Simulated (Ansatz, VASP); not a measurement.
# One calculation of MgS, two programs

Contents of INCAR:

```
PREC     = Accurate       # precision mode
ENCUT    = 520            # plane-wave cutoff, eV
EDIFF    = 1E-7           # SCF threshold, eV
ISMEAR   = -1             # smearing method
SIGMA    = 0.01           # smearing width, eV
LREAL    = False          # projectors in reciprocal space
LASPH    = True           # aspherical terms in the spheres
NELM     = 60             # most SCF steps
ALGO     = Normal         # electronic algorithm
ISIF     = 2              # what is computed and relaxed
LWAVE    = False          # write WAVECAR
LCHARG   = False          # write CHGCAR
NBANDS   = 11             # bands
```

KPOINTS

```
Automatic mesh
0
Gamma
  8 8 8
```

Contents of POSCAR:

```
MgS
1.0
    0.0000000000      2.6016500000      2.5236005000
    2.6016500000      0.0000000000      2.5236005000
    2.6016500000      2.6016500000      0.0000000000
Mg S
1 1
Direct
    0.0000000000      0.0000000000      0.0000000000
    0.5000000000      0.5000000000      0.5000000000
```

Input for Ansatz:

```yaml
crystal:
  lattice:
    - [0.0, 2.60165, 2.5236005]
    - [2.60165, 0.0, 2.5236005]
    - [2.60165, 2.60165, 0.0]
  atoms:
    - { symbol: Mg, position: [0.0, 0.0, 0.0] }
    - { symbol: S, position: [0.5, 0.5, 0.5] }
kpoints:
  mp_grid: { grid: [8, 8, 8] }
  band_path:
    path:
      - [0.0, 0.0, 0.0]
      - [0.0, 0.5, 0.5]
      - [0.25, 0.75, 0.5]
      - [0.0, 0.5, 0.0]
      - [0.0, 0.0, 0.0]
      - [0.5, 0.5, 0.0]
      - [0.3828515251, 0.6171484749, 0.0]
      - [-0.3828515251, 0.3828515251, 0.0]
      - [0.0, 0.0, 0.0]
    npoints: 5
scf:
  occupations: { method: fermi_dirac, width: 0.01 }
hamiltonian:
  xc: lda
  pseudopotentials: { kind: all_electron, lapw: { basis_error: 0.00025 } }
output:
  forces: true
  stress: true
  eigenvalues: true
```

Change from the starting cell: zz strain of -3 %.

Alike in both runs: task single point; functional LDA; k mesh 8 × 8 × 8; occupations fermi-dirac, width 0.01 eV; no spin polarisation.

|  | VASP | Ansatz |
| --- | --- | --- |
| version | VASP 6.6.1 | Ansatz 0.2.0 |
| potentials or method | VASP PAW LDA potentials, release 64 (Mg, S), cutoff 520 eV | all-electron LAPW, scalar-relativistic |

```csv
,VASP,Ansatz,Ansatz less VASP
gap on the k mesh at the Fermi level (eV),2.48,2.48,+0.003
pressure (GPa),-1.4,-0.8,+0.62
"traceless stress, the component that is largest in VASP (GPa)",2.41,2.41,+0.003
```

LDA's correlation is that of Perdew and Zunger in VASP and of Perdew and Wang (1992) in Ansatz. Ansatz ran all-electron here, and VASP with PAW potentials.
